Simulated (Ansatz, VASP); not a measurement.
BN: VASP beside Ansatz

The input POSCAR:

```
BN
1.0
    0.0000000000      1.8048254535      1.8048254535
    1.8048254535      0.0000000000      1.8048254535
    1.8048254535      1.8048254535      0.0000000000
B N
1 1
Direct
    0.0000000000      0.0000000000      0.0000000000
    0.2500000000      0.2500000000      0.2500000000
```

INCAR.step1

```
  PREC = Accurate
  ENCUT = 520
  EDIFF = 1E-5
  ISMEAR = 0
  SIGMA = 0.01
  LREAL = False
  LASPH = True
  NELM = 60
  ALGO = Normal
  ISIF = 2
  LWAVE = True
  LCHARG = False
  NBANDS = 11
  GGA = PE
```

File INCAR.step2:

```
  PREC = Accurate
  ENCUT = 520
  EDIFF = 1E-6
  ISMEAR = 0
  SIGMA = 0.01
  LREAL = False
  LASPH = True
  NELM = 60
  ALGO = Normal
  ISIF = 2
  LWAVE = False
  LCHARG = False
  GGA = PE
  LHFCALC = True
  AEXX = 0.15
  HFSCREEN = 0.1
  PRECFOCK = Normal
  NBANDS = 11
  ISTART = 1
```

File KPOINTS:

```
Automatic mesh
0
Gamma
  6 6 6
```

Input for Ansatz:

```yaml
crystal:
  lattice:
    - [0.0, 1.8048254535, 1.8048254535]
    - [1.8048254535, 0.0, 1.8048254535]
    - [1.8048254535, 1.8048254535, 0.0]
  atoms:
    - { symbol: B, position: [0.0, 0.0, 0.0] }
    - { symbol: "N", position: [0.25, 0.25, 0.25] }
kpoints:
  mp_grid: { grid: [6, 6, 6] }
hamiltonian:
  xc: { exchange: pbe, correlation: pbe, exx: { coeff: 0.15, omega: 0.1 } }
scf:
  occupations: { method: fixed }
  n_extra_bands: 4
output:
  forces: true
  stress: true
  eigenvalues: true
```

Alike in both runs: task single point; functional PBE-based screened hybrid; k mesh 6 × 6 × 6; no spin polarisation.

|  | VASP | Ansatz |
| --- | --- | --- |
| version | VASP 6.6.1 | Ansatz 0.2.0 |
| potentials or method | VASP PAW PBE potentials, release 64 (B, N) | plane waves |
| plane-wave cutoff (eV) | 520 | 420 |
| occupations | gaussian, width 0.01 eV | fixed |
| valence electrons in the cell | 8 | 8 |

```tsv
	VASP	Ansatz	Ansatz less VASP
gap on the k mesh at the Fermi level (eV)	5.47	5.47	+0.005
pressure (GPa)	-0.6	-0.9	-0.33
```

VASP's potentials were made for PBE, not for PBE-based screened hybrid. Ansatz's warnings: stress exchange threshold loose, stress scf threshold loose.

The k mesh is coarse, so the values compare programs but aren't converged.
